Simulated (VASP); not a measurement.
# Co in VASP: a series of runs

Co is run at these levels: PBE; tasks: single point.

Everything below comes from runs of VASP 6.6.1. Logs are shortened: lines on timing, memory, paths and dates and some standing lists are left out, and cuts for length are marked.

### 1 The cell of the first run

It takes space group Im-3m (No. 229, cubic). The conventional cell has a = 2.842 Å, b = 2.842 Å, c = 2.842 Å, α = 90.00°, β = 90.00°, γ = 90.00°. Within 3.2 Å of Co (site symmetry m-3m) lie 14 Co at 2.46 to 2.84 Å.

This isn't the form of Co at room conditions, which is hcp.

### 2 Single point, PBE, collinear spin, ferromagnetic start

Contents of INCAR:

```
SYSTEM = Co
PREC = Accurate
ENCUT = 520
EDIFF = 1E-6
ISMEAR = -1
SIGMA = 0.05
LREAL = .False.
LASPH = .True.
NELM = 150
ALGO = Normal
ISIF = 2
LWAVE = .False.
LCHARG = .False.
ISPIN = 2
MAGMOM = 2
LORBIT = 11
LMAXMIX = 4
GGA = PE
NBANDS = 14
```

Contents of KPOINTS:

```
Automatic mesh
0
Gamma
  13 13 13
  0 0 0
```

Contents of POSCAR:

```
Co
1.0
   -1.4207736952      1.4207736952      1.4207736952
    1.4207736952     -1.4207736952      1.4207736952
    1.4207736952      1.4207736952     -1.4207736952
Co
1
Direct
    0.0000000000      0.0000000000      0.0000000000
```

Potentials or basis: VASP PAW PBE potentials, release 64 (Co).

The run is started by

```
$ cat potpaw_PBE.64/Co/POTCAR > POTCAR
$ mpirun -np 1 vasp_std > vasp.out
```

OUTCAR:

```text
SYSTEM = Co
   PREC = Accurate
   ENCUT = 520
   EDIFF = 1E-6
   ISMEAR = -1
   LREAL = .False.
   LASPH = .True.
   NELM = 150
   ISIF = 2
   ISPIN = 2
   LORBIT = 11
   GGA = PE

 ion  position               nearest neighbor table
   1  0.000  0.000  0.000-

  LATTYP: Found a body centered cubic cell.
 ALAT       =     2.8415473904

  Lattice vectors:

 A1 = (  -1.4207736952,   1.4207736952,   1.4207736952)
 A2 = (   1.4207736952,  -1.4207736952,   1.4207736952)
 A3 = (   1.4207736952,   1.4207736952,  -1.4207736952)

Analysis of symmetry for initial positions (statically):
=====================================================================
 Subroutine PRICEL returns:
 Original cell was already a primitive cell.

 Routine SETGRP: Setting up the symmetry group for a
 body centered cubic supercell.

 Subroutine GETGRP returns: Found 48 space group operations
 (whereof 48 operations were pure point group operations)
 out of a pool of 48 trial point group operations.

The static configuration has the point symmetry O_h .

Analysis of symmetry for dynamics (positions and initial velocities):
=====================================================================
 Subroutine PRICEL returns:
 Original cell was already a primitive cell.

 Routine SETGRP: Setting up the symmetry group for a
 body centered cubic supercell.

 Subroutine GETGRP returns: Found 48 space group operations
 (whereof 48 operations were pure point group operations)
 out of a pool of 48 trial point group operations.

The dynamic configuration has the point symmetry O_h .

Analysis of structural, dynamic, and magnetic symmetry:
=====================================================================
 Subroutine PRICEL returns:
 Original cell was already a primitive cell.

 Routine SETGRP: Setting up the symmetry group for a
 body centered cubic supercell.

 Subroutine GETGRP returns: Found 48 space group operations
 (whereof 48 operations were pure point group operations)
 out of a pool of 48 trial point group operations.

The overall configuration has the point symmetry O_h .

 Subroutine INISYM returns: Found 48 space group operations
 (whereof 48 operations are pure point group operations),
 and found     1 'primitive' translations

----------------------------------------------------------------------------------------

                                     Primitive cell

  volume of cell :      11.4719

  direct lattice vectors                    reciprocal lattice vectors
    -1.420773695  1.420773695  1.420773695     0.000000000  0.351920930  0.351920930
     1.420773695 -1.420773695  1.420773695     0.351920930  0.000000000  0.351920930
     1.420773695  1.420773695 -1.420773695     0.351920930  0.351920930  0.000000000
[... 124 lines left out ...]
  ---------------------------------------------------
  free energy    TOTEN  =        -6.94212632 eV

  energy without entropy =       -6.92728242  energy(sigma->0) =       -6.93470437

 E-fermi :   9.8366     XC(G=0): -13.0826

 val. band max:        9.8328864156   @ k =   0.1538   0.0769   0.0769
 cond. band min:       9.8376871118   @ k =   0.3846   0.0769   0.0000
 fundamental gap:      0.0048006962
 Fermi energy:         9.8366036892

 spin component 1

 k-point     1 :       0.0000    0.0000    0.0000
  band No.  band energies     occupation
      1       0.8939      1.00000
      2       6.8826      1.00000
      3       6.8826      1.00000
      4       6.8826      1.00000
      5       7.8719      1.00000
      6       7.8719      1.00000
      7      34.6629      0.00000
      8      34.6629      0.00000
      9      34.6629      0.00000
     10      39.5410      0.00000
     11      39.5410      0.00000
     12      40.9163      0.00000
     13      40.9163      0.00000
     14      40.9163      0.00000
[... 379 lines left out ...]
      3       6.5250      1.00000
      4       7.8434      1.00000
      5       7.9579      1.00000
      6       9.0066      1.00000
      7      22.2214      0.00000
      8      26.5778      0.00000
      9      28.0014      0.00000
     10      36.1961      0.00000
     11      39.7114      0.00000
     12      42.2350      0.00000
     13      43.9100      0.00000
     14      46.1527      0.00000

 [... further k-points ...]

 spin component 2

 k-point     1 :       0.0000    0.0000    0.0000
  band No.  band energies     occupation
      1       0.9132      1.00000
      2       8.4018      1.00000
      3       8.4018      1.00000
      4       8.4018      1.00000
      5      10.1613      0.00151
      6      10.1613      0.00151
      7      34.3901      0.00000
      8      34.3901      0.00000
      9      34.3901      0.00000
     10      39.5879      0.00000
     11      39.5879      0.00000
     12      41.7162      0.00000
     13      41.7162      0.00000
     14      41.7162      0.00000
[... 379 lines left out ...]
      3       7.8158      1.00000
      4       9.9905      0.04404
      5      10.2563      0.00023
      6      10.5537      0.00000
      7      22.6894      0.00000
      8      26.7856      0.00000
      9      28.4294      0.00000
     10      36.1240      0.00000
     11      40.0588      0.00000
     12      42.3699      0.00000
     13      44.2021      0.00000
     14      47.6947      0.00000

 [... further k-points ...]

------------------------ aborting loop because EDIFF is reached ----------------------------------------

  FORCE on cell =-STRESS in cart. coord.  units (eV):
  Direction    XX          YY          ZZ          XY          YZ          ZX
  --------------------------------------------------------------------------------------
  -------------------------------------------------------------------------------------
  Total       -0.5302488     -0.5302488     -0.5302488     -0.0000000      0.0000000     -0.0000000
  in kB      -74.0551967    -74.0551967    -74.0551967     -0.0000000      0.0000000     -0.0000000
  external PRESSURE =     -74.0551967 kB  Pullay stress =       0.0000000 kB

 VOLUME and BASIS-vectors are now :
 -----------------------------------------------------------------------------
  energy-cutoff  :      520.00
  volume of cell :       11.47
      direct lattice vectors                 reciprocal lattice vectors
    -1.420773695  1.420773695  1.420773695     0.000000000  0.351920930  0.351920930
     1.420773695 -1.420773695  1.420773695     0.351920930  0.000000000  0.351920930
     1.420773695  1.420773695 -1.420773695     0.351920930  0.351920930  0.000000000

 POSITION                                       TOTAL-FORCE (eV/Angst)
 -----------------------------------------------------------------------------------
      0.00000      0.00000      0.00000        -0.000000      0.000000      0.000000
 -----------------------------------------------------------------------------------
    total drift:                                0.000000      0.000000      0.000000

  FREE ENERGIE OF THE ION-ELECTRON SYSTEM (eV)
  ---------------------------------------------------
  free  energy   TOTEN  =        -6.9421263182 eV

  energy  without entropy=       -6.9272824198  energy(sigma->0) =       -6.93470437

 total charge

# of ion       s       p       d       tot
------------------------------------------
    1        0.466   0.484   7.215   8.164

 magnetization (x)

# of ion       s       p       d       tot
------------------------------------------
    1       -0.006  -0.048   1.799   1.745
```

OSZICAR:

```text
N       E                     dE             d eps       ncg     rms          rms(c)
DAV:   1     0.278113579267E+02    0.27811E+02   -0.37790E+03  4862   0.750E+02
DAV:   2    -0.672976341711E+01   -0.34541E+02   -0.32116E+02  5208   0.146E+02
DAV:   3    -0.792145756285E+01   -0.11917E+01   -0.11830E+01  5930   0.282E+01
DAV:   4    -0.793043880189E+01   -0.89812E-02   -0.89780E-02  5820   0.227E+00
DAV:   5    -0.793058954299E+01   -0.15074E-03   -0.15074E-03  6274   0.269E-01    0.101E+01
DAV:   6    -0.715201588397E+01    0.77857E+00   -0.12078E+01  6540   0.396E+01    0.495E+00
DAV:   7    -0.695954353674E+01    0.19247E+00   -0.14873E+00  5762   0.126E+01    0.260E+00
DAV:   8    -0.694857724598E+01    0.10966E-01   -0.14996E-02  6250   0.903E-01    0.127E+00
DAV:   9    -0.694220430411E+01    0.63729E-02   -0.81275E-03  7524   0.686E-01    0.252E-01
DAV:  10    -0.694211557340E+01    0.88731E-04   -0.57225E-04  6806   0.206E-01    0.585E-02
DAV:  11    -0.694212379295E+01   -0.82196E-05   -0.66218E-05  5976   0.851E-02    0.514E-02
DAV:  12    -0.694212558866E+01   -0.17957E-05   -0.43408E-06  5712   0.220E-02    0.215E-02
DAV:  13    -0.694212631819E+01   -0.72953E-06   -0.19196E-06  4422   0.989E-03
   1 F= -.69421263E+01 E0= -.69347044E+01  d E =-.148439E-01  mag=     1.7157
```

stdout:

```text
POSCAR found type information on POSCAR Co
 POSCAR found :  1 types and       1 ions
 scaLAPACK will be used
 LDA part: xc-table for (Slater+PW92), standard interpolation
 POSCAR, INCAR and KPOINTS ok, starting setup
 FFT: planning ... GRIDC
 FFT: planning ... GRID_SOFT
 FFT: planning ... GRID
 WAVECAR not read
 entering main loop
```

It took 16 s on 1 thread of Intel Xeon Platinum 8559C (Emerald Rapids), shared host; peak memory 0.13 GiB.

What came out:

```
Free energy                                           : -6.9421 eV
Pressure                                              : -7.4 GPa
Net moment                                            : 1.72 μB per cell
Site moments                                          : Co +1.75 μB
Valence electrons inside the program's atomic spheres : Co 8.16
```

Caveat: the cell stands under tension.

### 3 Single point, PBE, collinear spin, ferromagnetic start

This run uses another cell than the first one, of 11.69 Å³/atom.

Contents of INCAR:

```
ALGO = Normal ; EDIFF = 1E-6
ENCUT = 520 ; GGA = PE
ISIF = 2 ; ISMEAR = -1
ISPIN = 2 ; LASPH = T
LCHARG = F ; LMAXMIX = 4
LORBIT = 11 ; LREAL = F
LWAVE = F ; MAGMOM = 2
NBANDS = 14 ; NELM = 150
PREC = Accurate ; SIGMA = 0.05
```

Contents of KPOINTS:

```
k-points
0
Gamma
  13 13 13
```

Contents of POSCAR:

```
Co
1.0
   -1.4298234531      1.4298234531      1.4298234531
    1.4298234531     -1.4298234531      1.4298234531
    1.4298234531      1.4298234531     -1.4298234531
Co
1
Direct
    0.0000000000      0.0000000000      0.0000000000
```

Potentials or basis: VASP PAW PBE potentials, release 64 (Co).

The run is started by

```
$ cat potpaw_PBE.64/Co/POTCAR > POTCAR
$ mpirun -np 1 vasp_std > vasp.out
```

It took 17 s on 1 thread of Intel Xeon Platinum 8559C (Emerald Rapids), shared host; peak memory 0.14 GiB.

Results (log left out):

* Free energy: -6.9298 eV
* Pressure: -10.3 GPa
* Net moment: 1.74 μB per cell
* Site moments: Co +1.77 μB
* Valence electrons inside the program's atomic spheres: Co 8.13

Levels at points of the mesh, in eV from the Fermi level:
Spin up:
```tsv
k point	band 2	band 3	band 4	band 5	band 6	band 7	band 8	band 9
(0.00, 0.00, 0.00)	-2.93	-2.93	-2.93	-1.99	-1.99	24.64	24.64	24.64
```
Spin down:
```tsv
k point	band 1	band 2	band 3	band 4	band 5	band 6	band 7	band 8	band 9
(0.00, 0.00, 0.00)	-8.81	-1.40	-1.40	-1.40	0.33	0.33	24.36	24.36	24.36
```

Caveat: the cell stands under tension.

### 4 Single point, PBE, collinear spin, ferromagnetic start (the cell strained at random)

Contents of INCAR:

```
SYSTEM = Co
  ALGO = Normal
  EDIFF = 1E-6
  ENCUT = 520
  GGA = PE
  ISIF = 2
  ISMEAR = -1
  ISPIN = 2
  LASPH = .TRUE.
  LCHARG = .TRUE.
  LELF = .TRUE.
  LMAXMIX = 4
  LORBIT = 11
  LREAL = .FALSE.
  LVHAR = .TRUE.
  LWAVE = .FALSE.
  MAGMOM = 2
  NBANDS = 14
  NELM = 150
  PREC = Accurate
  SIGMA = 0.05
```

Contents of KPOINTS:

```
k-points
0
G
  13 13 13
  0 0 0
```

Contents of POSCAR:

```
Co
1.0
   -1.4162930000      1.3836180000      1.4262450000
    1.4125490000     -1.3717320000      1.4106140000
    1.4131360000      1.3685750000     -1.4143590000
Co
1
Direct
   -0.0071360000     -0.0030130000     -0.0029040000
```

The run is started by

```
$ cat potpaw_PBE.64/Co/POTCAR > POTCAR
$ mpirun -np 1 vasp_std > vasp.out
```

It took 2.3 min on 1 thread of Intel Xeon Platinum 8559C (Emerald Rapids), shared host; peak memory 0.35 GiB.

The run converged. Its results:

* Free energy: -6.9537 eV
* Pressure: -0.1 GPa
* Net moment: 1.69 μB per cell
* Site moments: Co +1.71 μB
* Valence electrons inside the program's atomic spheres: Co 8.24

Stress tensor (GPa, compression positive):
```
 0.29  0.31  0.35
 0.31 -1.07 -1.17
 0.35 -1.17  0.49
```

Levels at points of the mesh, in eV from the Fermi level:
Spin up:
| k point | band 1 | band 2 | band 3 | band 4 | band 5 | band 6 | band 7 | band 8 | band 9 | band 10 |
| --- | --- | --- | --- | --- | --- | --- | --- | --- | --- | --- |
| (0.00, 0.00, 0.00) | -9.17 | -3.11 | -2.97 | -2.93 | -1.95 | -1.90 | 24.92 | 25.05 | 25.69 | 30.16 |
Spin down:
```tsv
k point	band 2	band 3	band 4	band 5	band 6	band 7
(0.00, 0.00, 0.00)	-1.65	-1.44	-1.39	0.21	0.43	24.67
```

Caveat: the cell differs from its parent crystal (the cell strained at random).

### 5 The runs side by side

```tsv
cell	gap on the mesh (eV)	pressure (GPa)	moment (μB)
a = 2.461 Å, angles 109.5°, 1 atom	none	-7.4	1.72
a = 2.477 Å, angles 109.5°, 1 atom	none	-10.3	1.74
a = 2.440, b = 2.422, c = 2.423 Å, angles 108.6, 111.1, 108.6°, 1 atom	none	-0.1	1.69
```

Alike in all rows: task single point; level PBE; potentials or basis VASP PAW PBE potentials, release 64 (Co); spin collinear, ferromagnetic start; k mesh 13 × 13 × 13; cutoff (eV) 520; smearing fermi-dirac 0.05 eV.

Caveats: the cell stands under tension (at least some runs).

Total energies depend on the potentials used, so only differences within one code and one set of settings carry meaning.
